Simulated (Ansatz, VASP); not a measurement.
# Two plane-wave programs on Mg

```
Mg
1.0
     3.17979    0.00000    0.00000
    -1.58990    2.75378    0.00000
     0.00000    0.00000    5.15214
Mg
2
Direct
  0.33333 0.66667 0.25000
  0.66667 0.33333 0.75000
```

Alike in both runs: functional r2SCAN; k mesh 21 × 21 × 12; occupations gaussian, width 0.1 eV; no spin polarisation.

Ansatz relaxed the structure, and its values are those at the end. VASP's run is a single point on that final structure, the one shown.

|  | VASP | Ansatz |
| --- | --- | --- |
| version | VASP 6.6.1 | Ansatz 0.2.0 |
| potentials or method | VASP PAW PBE potentials, release 64 (Mg), cutoff 520 eV | scalar-relativistic, plane waves, PAW |
| valence electrons in the cell | 4 | 20 |

```tsv
	VASP	Ansatz	Ansatz less VASP
gap on the k mesh at the Fermi level (eV)	none	none	-
pressure (GPa)	-0.2	0.0	+0.27
```

VASP's potentials were made for PBE, not for r2SCAN. A gap of «none» marks a metal or a gap that the smearing closes. With one functional, cell and mesh, what is left measures potentials, basis and numerics. VASP's potentials hold 4 valence electrons a cell and Ansatz's 20, so a difference there can come from the potentials and not from the codes.
